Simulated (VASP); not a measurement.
Wanted: the native input for a VASP 6.6.1 run.

```
Task                   : single point
Functional             : PBE
Potentials or basis    : VASP PAW PBE potentials, release 64 (Zr_sv, Si, O)
Cutoff                 : 520 eV
k mesh                 : 8 × 8 × 4
Occupations            : fermi-dirac, width 0.05 eV
Spin                   : no spin polarisation
Dipole correction      : no
Further INCAR settings : ALGO = Normal; EDIFF = 1e-06; NBANDS = 31
```

The structure of ZrSiO lies in POSCAR:

```
ZrSiO
1.0
    3.3199900000      0.0000000000      0.0000000000
    0.0000000000      3.3199900000      0.0000000000
    0.0000000000      0.0000000000      7.3518450000
Zr Si O
2 2 2
Direct
    0.5000000000      0.0000000000      0.3084100000
    0.0000000000      0.5000000000      0.6915900000
    0.0000000000      0.0000000000      0.0000000000
    0.5000000000      0.5000000000      0.0000000000
    0.5000000000      0.0000000000      0.6112940000
    0.0000000000      0.5000000000      0.3887060000
```

These files were run (other wordings do the same):

INCAR

```
ALGO = Normal ; EDIFF = 1E-6
ENCUT = 520 ; GGA = PE
ISIF = 2 ; ISMEAR = -1
LASPH = T ; LCHARG = T
LELF = T ; LREAL = F
LVHAR = T ; LWAVE = F
NBANDS = 31 ; NELM = 80
PREC = Accurate ; SIGMA = 0.05
```

KPOINTS

```
k-points
0
Gamma
  8 8 4
```

Potentials or basis: VASP PAW PBE potentials, release 64 (Zr_sv, Si, O).

Run with:

```bash
$ cat potpaw_PBE.64/Zr_sv/POTCAR potpaw_PBE.64/Si/POTCAR potpaw_PBE.64/O/POTCAR > POTCAR
$ mpirun -np 1 vasp_std > vasp.out
```

Results of the run:

```json
{
  "Pressure": "-1.5 GPa",
  "Largest force": "0.113 eV/Å",
  "Band gap on the k mesh": "zero (band 22 reaches 10.61 eV, above the bottom of band 23 at 10.53 eV)"
}
```

It took 2.2 min on 1 thread of AMD EPYC 7R43 64-Core Processor (Zen 3) (shared host), peak memory 0.22 GiB.
